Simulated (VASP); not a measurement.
Crystal: ScAlN2.

```xyz
4
Lattice="2.3730 -3.2628 0.0000 2.3730 3.2628 0.0000 0.0000 0.0000 4.3261" Properties=species:S:1:pos:R:3 pbc="T T T"
Sc    2.3730    0.0000    2.1630
Al    0.0000    0.0000    2.1630
N     1.5543    0.0000    0.0000
N     3.1917    0.0000    0.0000
```

The cell was built from a structure type or drawn by symmetry, and may not be a known phase.

| Quantity | Value |
| --- | --- |
| Program | VASP 6.6.1 |
| Task | relaxation of cell and atoms |
| Functional | PBE |
| Potentials or basis | VASP PAW PBE potentials, release 64 (Sc_sv, Al, N) |
| Cutoff | 600 eV |
| k mesh | 4 × 4 × 4 |
| Occupations | gaussian, width 0.1 eV |
| Spin | no spin polarisation |

At the start: pressure -7.4 GPa; volume 16.75 Å³/atom.

Problem. How do energy, volume and symmetry change on relaxing?

Solution. Over 19 steps the energy falls by 638.3 meV/atom and the volume is 17.82 Å³/atom (+6.4 %); space group Cmmm (No. 65, to 0.1 Å) before and after.

The path:
```
step  energy change (eV)  largest force (eV/Å)  pressure (GPa)  volume (Å³)
   1              0.0000                4.9942           -7.40        66.99
   2             -0.9337                6.5675           30.30        59.31
   3             -1.6911                1.5990            9.17        61.94
   4             -1.6927                1.3726            9.92        61.82
   5             -2.1629                6.1457           11.37        67.97
   6             -2.2213                3.4071           10.05        66.63
   7             -2.5178                0.8671           -0.86        71.95
   8             -2.5178                0.8568           -0.84        71.94
   9             -2.5375                0.3180           -0.79        72.63
  10             -2.5422                0.1338           -0.68        73.10
  11             -2.5422                0.1716           -0.66        73.14
  12             -2.5452                0.0167           -0.83        73.00
  13             -2.5477                0.2062           -1.10        72.79
  14             -2.5500                0.0189           -0.71        72.48
  15             -2.5509                0.2524           -0.30        72.16
  16             -2.5523                0.1616           -0.24        71.82
  17             -2.5530                0.0489           -0.16        71.39
  18             -2.5530                0.0338           -0.16        71.33
  19             -2.5532                0.0318           -0.13        71.29
```

Final structure:
```yaml
crystal:
  lattice:
    - [2.75337, -3.01778, 0.00000]
    - [2.75337, 3.01778, 0.00000]
    - [0.00000, 0.00000, 4.28980]
  atoms:
    - { symbol: Sc, position: [0.50000, 0.50000, 0.50000] }
    - { symbol: Al, position: [0.00000, 0.00000, 0.50000] }
    - { symbol: N, position: [0.38776, 0.38776, 0.00000] }
    - { symbol: N, position: [0.61224, 0.61224, 0.00000] }
```

Caveat: the k points lie up to 0.39 Å⁻¹ apart in the final cell, too coarse for converged energies and pressures of a metal.
